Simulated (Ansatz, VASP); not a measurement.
One calculation of Si2W, two programs

File INCAR:

```
PREC = Accurate ; ENCUT = 520
EDIFF = 1E-7 ; ISMEAR = 0
SIGMA = 0.15 ; LREAL = False
LASPH = True ; NELM = 100
ALGO = Normal ; ISIF = 2
LWAVE = False ; LCHARG = True
GGA = PE ; LELF = True
LVHAR = True ; NBANDS = 18
```

KPOINTS

```
regular mesh
0
Gamma
  18 18 18
```

File POSCAR:

```
Si2W
1.0
   -1.5703958534      1.5703958534      3.8258119981
    1.5703958534     -1.5703958534      3.8258119981
    1.5703958534      1.5703958534     -3.8258119981
Si W
2 1
Direct
    0.3345726944      0.3345726944      0.0000000000
    0.6654273056      0.6654273056      0.0000000000
    0.0000000000      0.0000000000      0.0000000000
```

Input for Ansatz:

```yaml
crystal:
  lattice:
    - [-1.5703958534, 1.5703958534, 3.8258119981]
    - [1.5703958534, -1.5703958534, 3.8258119981]
    - [1.5703958534, 1.5703958534, -3.8258119981]
  atoms:
    - { symbol: Si, position: [0.3345726944, 0.3345726944, 0.0] }
    - { symbol: Si, position: [0.6654273056, 0.6654273056, 0.0] }
    - { symbol: W, position: [0.0, 0.0, 0.0] }
basis:
  ecutwfc: 420
kpoints:
  mp_grid: { grid: [18, 18, 18] }
hamiltonian:
  xc: pbe
  pseudopotentials: { kind: paw, azcp: { folder: soft_1 } }
scf:
  occupations: { method: gaussian, width: 0.15 }
output:
  forces: true
  stress: true
  eigenvalues: true
  write_density: true
  write_potential: true
  elf: true
  volumetric_format: npy
```

Alike in both runs: task single point; functional PBE; k mesh 18 × 18 × 18; occupations gaussian, width 0.15 eV; no spin polarisation.

```csv
,VASP,Ansatz
version,VASP 6.6.1,Ansatz 0.2.0
potentials or method,"VASP PAW PBE potentials, release 64 (Si, W_sv), cutoff 520 eV","scalar-relativistic, plane waves, PAW"
valence electrons in the cell,22,22
```

|  | VASP | Ansatz | Ansatz less VASP |
| --- | --- | --- | --- |
| gap on the k mesh at the Fermi level (eV) | none | none | - |
| pressure (GPa) | 22.3 | 22.2 | -0.07 |
| traceless stress, the component that is largest in VASP (GPa) | 2.00 | 2.08 | +0.080 |
| rms of the force components (eV/Å) | 0.115 | 0.114 | -0.0011 |

Atom by atom the forces differ by 0.001 eV/Å (rms over components). A gap of «none» marks a metal or a gap that the smearing closes. With one functional, cell and mesh, what is left measures potentials, basis and numerics.

Spin-orbit coupling is off throughout.
